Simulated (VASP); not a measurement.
# HfC (Fm-3m) in VASP: further runs

Aim: see how the results for HfC move with the level of theory and the settings. Levels: PBE, PBEsol. Tasks: single point.

Everything below comes from runs of VASP 6.6.1. Logs are shortened: lines on timing, memory, paths and dates and some standing lists are left out, and cuts for length are marked.

### Step 1. The cell of the first run

The structure is cubic, space group Fm-3m (No. 225). The conventional cell has a = 4.802 Å, b = 4.802 Å, c = 4.802 Å, α = 90.00°, β = 90.00°, γ = 90.00°. Within 3.2 Å of Hf (site symmetry m-3m) lie 6 C at 2.40 Å. Within 3.2 Å of C (site symmetry m-3m) lie 6 Hf at 2.40 Å.

### Step 2. Single point, PBE (volume scaled by 1.10)

The input, INCAR:

```
ALGO = Normal
EDIFF = 1E-6
ENCUT = 520
GGA = PE
ISIF = 2
ISMEAR = 0
LASPH = True
LCHARG = False
LREAL = False
LWAVE = False
NBANDS = 14
NELM = 80
PREC = Accurate
SIGMA = 0.1
```

The input, KPOINTS:

```
k-points
0
Gamma
  16 16 16
```

The input, POSCAR:

```
HfC
1.0
    0.0000000000      2.4008220939      2.4008220939
    2.4008220939      0.0000000000      2.4008220939
    2.4008220939      2.4008220939      0.0000000000
Hf C
1 1
Direct
    0.5000000000      0.5000000000      0.5000000000
    0.0000000000      0.0000000000      0.0000000000
```

Potentials or basis: VASP PAW PBE potentials, release 64 (Hf_pv, C).

Command:

```
> cat potpaw_PBE.64/Hf_pv/POTCAR potpaw_PBE.64/C/POTCAR > POTCAR
> mpirun -np 1 vasp_std > vasp.out
```

OUTCAR:

```text
EDIFF = 1E-6
   ENCUT = 520
   GGA = PE
   ISIF = 2
   ISMEAR = 0
   LASPH = True
   LREAL = False
   NELM = 80
   PREC = Accurate

 ion  position               nearest neighbor table
   1  0.500  0.500  0.500-   2 2.40   2 2.40   2 2.40   2 2.40   2 2.40   2 2.40
   2  0.000  0.000  0.000-   1 2.40   1 2.40   1 2.40   1 2.40   1 2.40   1 2.40

  LATTYP: Found a face centered cubic cell.
 ALAT       =     4.8016441878

  Lattice vectors:

 A1 = (   0.0000000000,   2.4008220939,   2.4008220939)
 A2 = (   2.4008220939,   0.0000000000,   2.4008220939)
 A3 = (   2.4008220939,   2.4008220939,   0.0000000000)

Analysis of symmetry for initial positions (statically):
=====================================================================
 Subroutine PRICEL returns:
 Original cell was already a primitive cell.

 Routine SETGRP: Setting up the symmetry group for a
 face centered cubic supercell.

 Subroutine GETGRP returns: Found 48 space group operations
 (whereof 48 operations were pure point group operations)
 out of a pool of 48 trial point group operations.

The static configuration has the point symmetry O_h .

Analysis of symmetry for dynamics (positions and initial velocities):
=====================================================================
 Subroutine PRICEL returns:
 Original cell was already a primitive cell.

 Routine SETGRP: Setting up the symmetry group for a
 face centered cubic supercell.

 Subroutine GETGRP returns: Found 48 space group operations
 (whereof 48 operations were pure point group operations)
 out of a pool of 48 trial point group operations.

The dynamic configuration has the point symmetry O_h .

 Subroutine INISYM returns: Found 48 space group operations
 (whereof 48 operations are pure point group operations),
 and found     1 'primitive' translations

----------------------------------------------------------------------------------------

                                     Primitive cell

  volume of cell :      27.6764

  direct lattice vectors                    reciprocal lattice vectors
     0.000000000  2.400822094  2.400822094    -0.208261995  0.208261995  0.208261995
     2.400822094  0.000000000  2.400822094     0.208261995 -0.208261995  0.208261995
     2.400822094  2.400822094  0.000000000     0.208261995  0.208261995 -0.208261995

  length of vectors
     3.395275166  3.395275166  3.395275166     0.360720357  0.360720357  0.360720357

  position of ions in fractional coordinates (direct lattice)
     0.500000000  0.500000000  0.500000000
     0.000000000  0.000000000  0.000000000

  ion indices of the primitive-cell ions
[... 82 lines left out ...]
   ISYM   =      2    0-nonsym 1-usesym 2-fastsym
   POTIM  = 0.5000    time-step for ionic-motion
   TEBEG  =    0.0;   TEEND  =   0.0 temperature during run
   PSTRESS=    0.0 pullay stress
   NELECT =      14.0000    total number of electrons
   NUPDOWN=      -1.0000    fix difference up-down
   EMIN   =  10.00;   EMAX   =-10.00  energy-range for DOS
   EFERMI =   0.00;   METHOD = LEGACY
   ISMEAR =     0;   SIGMA  =   0.10  broadening in eV -4-tet -1-fermi 0-gaus
   EFERMI_NEDOS =   21; number of points for ismear=-14 and -15
   IALGO  =     38    algorithm
   IMIX   =      4    mixing-type and parameters
     AMIX     =   0.40;   BMIX     =  1.00
     AMIX_MAG =   1.60;   BMIX_MAG =  1.00
  volume/ion in A,a.u.               =      13.84        93.38
  Fermi-wavevector in a.u.,A,eV,Ry     =   1.304410  2.464978 23.150123  1.701486
  Thomas-Fermi vector in A             =   2.435348
   LORBIT       =      0    0 simple, 1 ext, 2 COOP (PROOUT), +10 PAW based schemes
   GGA     = PE    functional components
   LHFCALC =     F    Hartree Fock is set to
   AEXX    =    0.0000 exact exchange contribution
   IVDW    =     0    specifies the selected vdW correction
   LEPSILON=     F    determine dielectric tensor
   LRPA    =     F    only Hartree local field effects (RPA)
 non-spin polarized calculation
 Gauss-broadening in eV      SIGMA  =   0.10
  energy-cutoff  :      520.00
  volume of cell :       27.68
 maximum number of plane-waves:       757
 NGX is ok and might be reduce to    28
   NGX = 13   NGY = 13   NGZ = 13

 number of electron      14.0000000 magnetization

 Free energy of the ion-electron system (eV)
  ---------------------------------------------------
  ext. energy  EPLUGINS =         0.00000000
  ---------------------------------------------------
  free energy    TOTEN  =       -20.87780581 eV

  energy without entropy =      -20.87596716  energy(sigma->0) =      -20.87688649

 E-fermi :   5.2265     XC(G=0): -11.8172

 val. band max:        5.2027603218   @ k =  -0.0625   0.0625   0.0000
 cond. band min:       5.2410906711   @ k =   0.0625   0.0625   0.0000
 fundamental gap:      0.0383303492
 Fermi energy:         5.2265003889

 k-point     1 :       0.0000    0.0000    0.0000
  band No.  band energies     occupation
      1     -24.8049      2.00000
      2     -24.8049      2.00000
      3     -24.8049      2.00000
      4      -6.5870      2.00000
      5       6.1861      0.00000
      6       6.1861      0.00000
      7       6.1861      0.00000
      8       6.5821      0.00000
      9       6.5821      0.00000
     10       6.5821      0.00000
     11       8.3240      0.00000
     12       8.3240      0.00000
     13      10.9647      0.00000
     14      15.9556      0.00000
[... 377 lines left out ...]
      1     -24.8491      2.00000
      2     -24.8174      2.00000
      3     -24.8066      2.00000
      4      -6.3639      2.00000
      5       4.8804      2.00000
      6       5.2028      1.26293
      7       5.3129      0.22174
      8       6.7262      0.00000
      9       7.3012      0.00000
     10       7.3163      0.00000
     11       8.8278      0.00000
     12       9.6640      0.00000
     13      11.6044      0.00000
     14      16.5866      0.00000

 [... further k-points ...]
[... 5 lines left out ...]
  --------------------------------------------------------------------------------------
  -------------------------------------------------------------------------------------
  Total       -3.3306021     -3.3306021     -3.3306021      0.0000000     -0.0000000     -0.0000000
  in kB     -192.8072686   -192.8072686   -192.8072686      0.0000000     -0.0000000     -0.0000000
  external PRESSURE =    -192.8072686 kB  Pullay stress =       0.0000000 kB

 VOLUME and BASIS-vectors are now :
 -----------------------------------------------------------------------------
  energy-cutoff  :      520.00
  volume of cell :       27.68
      direct lattice vectors                 reciprocal lattice vectors
     0.000000000  2.400822094  2.400822094    -0.208261995  0.208261995  0.208261995
     2.400822094  0.000000000  2.400822094     0.208261995 -0.208261995  0.208261995
     2.400822094  2.400822094  0.000000000     0.208261995  0.208261995 -0.208261995

 POSITION                                       TOTAL-FORCE (eV/Angst)
 -----------------------------------------------------------------------------------
      2.40082      2.40082      2.40082        -0.000000     -0.000000      0.000000
      0.00000      0.00000      0.00000         0.000000      0.000000     -0.000000
 -----------------------------------------------------------------------------------
    total drift:                                0.000000      0.000000      0.000000

  FREE ENERGIE OF THE ION-ELECTRON SYSTEM (eV)
  ---------------------------------------------------
  free  energy   TOTEN  =       -20.8778058133 eV

  energy  without entropy=      -20.8759671612  energy(sigma->0) =      -20.87688649
```

OSZICAR:

```text
N       E                     dE             d eps       ncg     rms          rms(c)
DAV:   1     0.228862414212E+02    0.22886E+02   -0.76474E+03  4076   0.966E+02
DAV:   2    -0.224862130331E+02   -0.45372E+02   -0.42454E+02  5252   0.199E+02
DAV:   3    -0.241683836083E+02   -0.16822E+01   -0.16751E+01  4908   0.272E+01
DAV:   4    -0.241774315496E+02   -0.90479E-02   -0.90470E-02  4774   0.247E+00
DAV:   5    -0.241774955472E+02   -0.63998E-04   -0.63997E-04  4898   0.189E-01    0.479E+01
DAV:   6    -0.209982111039E+02    0.31793E+01   -0.12828E+01  4396   0.182E+01    0.361E+01
DAV:   7    -0.209015555314E+02    0.96656E-01   -0.62604E-01  4876   0.535E+00    0.240E+01
DAV:   8    -0.208897668924E+02    0.11789E-01   -0.13961E-01  4576   0.286E+00    0.778E+00
DAV:   9    -0.208780152629E+02    0.11752E-01   -0.37250E-02  4534   0.120E+00    0.211E+00
DAV:  10    -0.208778150215E+02    0.20024E-03   -0.18924E-03  4930   0.314E-01    0.532E-02
DAV:  11    -0.208778060115E+02    0.90100E-05   -0.93858E-05  4876   0.776E-02    0.125E-02
DAV:  12    -0.208778058133E+02    0.19813E-06   -0.64533E-06  4962   0.208E-02
   1 F= -.20877806E+02 E0= -.20876886E+02  d E =-.183865E-02
```

It took 43 s on 1 thread of Intel Xeon Platinum 8488C (Sapphire Rapids), shared host; peak memory 0.2 GiB.

Results:

```
Free energy            : -20.8778 eV
Pressure               : -19.3 GPa
Band gap on the k mesh : zero (band 7 reaches 6.19 eV, above the bottom of band 8 at 4.84 eV)
```

Caveat: the cell differs from its parent crystal (volume scaled by 1.10); spin-orbit coupling is left out, which moves the levels of the heavy elements.

### Step 3. Single point, PBE (strained)

Edit INCAR of step 2 so:

```diff
@@ -11,3 +11,3 @@
 NBANDS = 14
-NELM = 80
+NELM = 60
 PREC = Accurate
```

KPOINTS is that of step 2.

The input, POSCAR:

```
HfC
1.0
    0.0000000000      2.4046545000      2.4046545000
    2.4046545000      0.0000000000      2.4046545000
    2.4046545000      2.4046545000      0.0000000000
Hf C
1 1
Direct
    0.5000000000      0.5000000000      0.5000000000
    0.0000000000      0.0000000000      0.0000000000
```

Potentials or basis: VASP PAW PBE potentials, release 64 (Hf_pv, C).

Command:

```
> cat potpaw_PBE.64/Hf_pv/POTCAR potpaw_PBE.64/C/POTCAR > POTCAR
> mpirun -np 1 vasp_std > vasp.out
```

OUTCAR:

```text
EDIFF = 1E-6
   ENCUT = 520
   GGA = PE
   ISIF = 2
   ISMEAR = 0
   LASPH = True
   LREAL = False
   NELM = 60
   PREC = Accurate

 ion  position               nearest neighbor table
   1  0.500  0.500  0.500-   2 2.40   2 2.40   2 2.40   2 2.40   2 2.40   2 2.40
   2  0.000  0.000  0.000-   1 2.40   1 2.40   1 2.40   1 2.40   1 2.40   1 2.40

  LATTYP: Found a face centered cubic cell.
 ALAT       =     4.8093090000

  Lattice vectors:

 A1 = (   0.0000000000,   2.4046545000,   2.4046545000)
 A2 = (   2.4046545000,   0.0000000000,   2.4046545000)
 A3 = (   2.4046545000,   2.4046545000,   0.0000000000)

Analysis of symmetry for initial positions (statically):
=====================================================================
 Subroutine PRICEL returns:
 Original cell was already a primitive cell.

 Routine SETGRP: Setting up the symmetry group for a
 face centered cubic supercell.

 Subroutine GETGRP returns: Found 48 space group operations
 (whereof 48 operations were pure point group operations)
 out of a pool of 48 trial point group operations.

The static configuration has the point symmetry O_h .

Analysis of symmetry for dynamics (positions and initial velocities):
=====================================================================
 Subroutine PRICEL returns:
 Original cell was already a primitive cell.

 Routine SETGRP: Setting up the symmetry group for a
 face centered cubic supercell.

 Subroutine GETGRP returns: Found 48 space group operations
 (whereof 48 operations were pure point group operations)
 out of a pool of 48 trial point group operations.

The dynamic configuration has the point symmetry O_h .

 Subroutine INISYM returns: Found 48 space group operations
 (whereof 48 operations are pure point group operations),
 and found     1 'primitive' translations

----------------------------------------------------------------------------------------

                                     Primitive cell

  volume of cell :      27.8092

  direct lattice vectors                    reciprocal lattice vectors
     0.000000000  2.404654500  2.404654500    -0.207930079  0.207930079  0.207930079
[... 120 lines left out ...]
  volume of cell :       27.81
 maximum number of plane-waves:       763
 NGX is ok and might be reduce to    28
   NGX = 13   NGY = 13   NGZ = 13

 number of electron      14.0000000 magnetization

 Free energy of the ion-electron system (eV)
  ---------------------------------------------------
  ext. energy  EPLUGINS =         0.00000000
  ---------------------------------------------------
  free energy    TOTEN  =       -20.86156148 eV

  energy without entropy =      -20.85973671  energy(sigma->0) =      -20.86064910

 E-fermi :   5.1929     XC(G=0): -11.7943

 val. band max:        5.1704608470   @ k =  -0.0625   0.0625   0.0000
 cond. band min:       5.2072712512   @ k =   0.0625   0.0625   0.0000
 fundamental gap:      0.0368104042
 Fermi energy:         5.1928561166

 k-point     1 :       0.0000    0.0000    0.0000
  band No.  band energies     occupation
      1     -24.8625      2.00000
      2     -24.8625      2.00000
      3     -24.8625      2.00000
      4      -6.5975      2.00000
      5       6.1491      0.00000
      6       6.1491      0.00000
      7       6.1491      0.00000
      8       6.5448      0.00000
      9       6.5448      0.00000
     10       6.5448      0.00000
     11       8.2745      0.00000
     12       8.2745      0.00000
     13      10.8777      0.00000
     14      15.9072      0.00000
[... 377 lines left out ...]
      1     -24.9058      2.00000
      2     -24.8748      2.00000
      3     -24.8642      2.00000
      4      -6.3760      2.00000
      5       4.8471      2.00000
      6       5.1705      1.24854
      7       5.2802      0.21653
      8       6.6880      0.00000
      9       7.2591      0.00000
     10       7.2754      0.00000
     11       8.7742      0.00000
     12       9.6078      0.00000
     13      11.5195      0.00000
     14      16.5338      0.00000

 [... further k-points ...]

------------------------ aborting loop because EDIFF is reached ----------------------------------------

  FORCE on cell =-STRESS in cart. coord.  units (eV):
  Direction    XX          YY          ZZ          XY          YZ          ZX
  --------------------------------------------------------------------------------------
  -------------------------------------------------------------------------------------
  Total       -3.4757397     -3.4757397     -3.4757397      0.0000000      0.0000000     -0.0000000
  in kB     -200.2487302   -200.2487302   -200.2487302      0.0000000      0.0000000     -0.0000000
  external PRESSURE =    -200.2487302 kB  Pullay stress =       0.0000000 kB

 VOLUME and BASIS-vectors are now :
 -----------------------------------------------------------------------------
  energy-cutoff  :      520.00
  volume of cell :       27.81
      direct lattice vectors                 reciprocal lattice vectors
     0.000000000  2.404654500  2.404654500    -0.207930079  0.207930079  0.207930079
     2.404654500  0.000000000  2.404654500     0.207930079 -0.207930079  0.207930079
     2.404654500  2.404654500  0.000000000     0.207930079  0.207930079 -0.207930079

 POSITION                                       TOTAL-FORCE (eV/Angst)
 -----------------------------------------------------------------------------------
      2.40465      2.40465      2.40465         0.000000      0.000000      0.000000
      0.00000      0.00000      0.00000        -0.000000     -0.000000     -0.000000
 -----------------------------------------------------------------------------------
    total drift:                                0.000000      0.000000      0.000000

  FREE ENERGIE OF THE ION-ELECTRON SYSTEM (eV)
  ---------------------------------------------------
  free  energy   TOTEN  =       -20.8615614769 eV

  energy  without entropy=      -20.8597367145  energy(sigma->0) =      -20.86064910
```

Run time: 1.7 min. Hardware: 1 thread of Intel Xeon 8259CL, shared host; peak memory 0.2 GiB.

Results:

```yaml
Free_energy: -20.8616 eV
Pressure: -20.0 GPa
Band_gap_on_the_k_mesh: zero (band 7 reaches 6.15 eV, above the bottom of band 8 at 4.80 eV)
```

Caveat: the cell differs from its parent crystal (strained); spin-orbit coupling is left out, which moves the levels of the heavy elements.

### Step 4. Single point, PBE

This run uses another cell than the first one, of 12.57 Å³/atom, 0.908 times its volume.

The input, INCAR:

```
PREC = Accurate
ENCUT = 600
EDIFF = 1E-6
ISMEAR = 0
SIGMA = 0.1
LREAL = F
LASPH = T
NELM = 120
ALGO = Normal
ISIF = 2
LWAVE = F
LCHARG = F
GGA = PE
NBANDS = 14
GGA_COMPAT = F
```

The input, KPOINTS:

```
Automatic mesh
0
Gamma
  6 6 6
```

The input, POSCAR:

```
HfC
1.0
    0.0000000000      2.3250000000      2.3250000000
    2.3250000000      0.0000000000      2.3250000000
    2.3250000000      2.3250000000      0.0000000000
Hf C
1 1
Direct
    0.5000000000      0.5000000000      0.5000000000
    0.0000000000      0.0000000000      0.0000000000
```

Command:

```
> cat potpaw_PBE.64/Hf_pv/POTCAR potpaw_PBE.64/C/POTCAR > POTCAR
> mpirun -np 1 vasp_std > vasp.out
```

It took 4.7 s on 1 thread of Intel Xeon 6975P-C (Granite Rapids), shared host; peak memory 0.15 GiB.

Results (log left out):

- Free energy: -21.0346 eV
- Pressure: -0.5 GPa
- Band gap on the k mesh: zero (band 7 reaches 6.96 eV, above the bottom of band 8 at 5.60 eV)

Levels at points of the mesh, in eV from the Fermi level:
```csv
k point,band 5,band 6,band 7,band 8,band 9,band 10
"(0.00, 0.00, 0.00)",1.15,1.15,1.15,1.53,1.53,1.53
"(0.50, 0.00, 0.00)",-5.99,-2.83,-2.83,5.46,5.46,5.93
"(0.50, 0.50, 0.00)",-2.44,-1.63,0.05,0.05,5.45,6.87
```

Caveat: the k points lie up to 0.39 Å⁻¹ apart; spin-orbit coupling is left out, which moves the levels of the heavy elements.

(Continued in part 2 of 2.)
